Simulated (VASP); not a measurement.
Runs of VASP 6.6.1 on HfH. The structure is that of space group Fm-3m (No. 225), or close to it. The cells are those of the table. The cell was generated, and may not be a known phase.

```csv
task,cell,k mesh,cutoff (eV),gap on the mesh (eV),pressure (GPa),relaxed volume (Å³/atom)
single point,"a = 3.416 Å, angles 60.0°, 2 atoms",6 × 6 × 6,520,none,-17.3,-
relaxation of cell and atoms,"relaxed from a = 3.202 Å, angles 60.0°, 2 atoms",22 × 22 × 22,600,none,0.0,11.66
single point,"a = 3.213 Å, angles 60.0°, 2 atoms",22 × 22 × 22,520,none,(a),-
relaxation of cell and atoms,"relaxed from a = 3.416 Å, angles 60.0°, 2 atoms",6 × 6 × 6,600,none,0.0,(b)
single point,"a = 3.202 Å, angles 60.0°, 2 atoms",6 × 6 × 6,520,none,-0.9,-
```

Alike in all rows: level PBE; potentials or basis VASP PAW PBE potentials, release 64 (Hf_pv, H); no spin polarisation; smearing gaussian 0.1 eV.

Q: Estimate the missing entries.

A: (a) -0.7; (b) 11.54.

Caveats: some runs use coarse meshes; spin-orbit coupling is left out, which moves the levels of the heavy elements; an odd number of electrons without spin polarisation forces a metal; a magnetic or distorted state may lie lower; the volume moved by over 15 % at a fixed basis, so the end points are rough (at least some runs).

A k mesh can miss the band edges, and the runs leave out spin-orbit coupling on Hf.

A gap of «none» marks levels without a gap at the run's occupations.
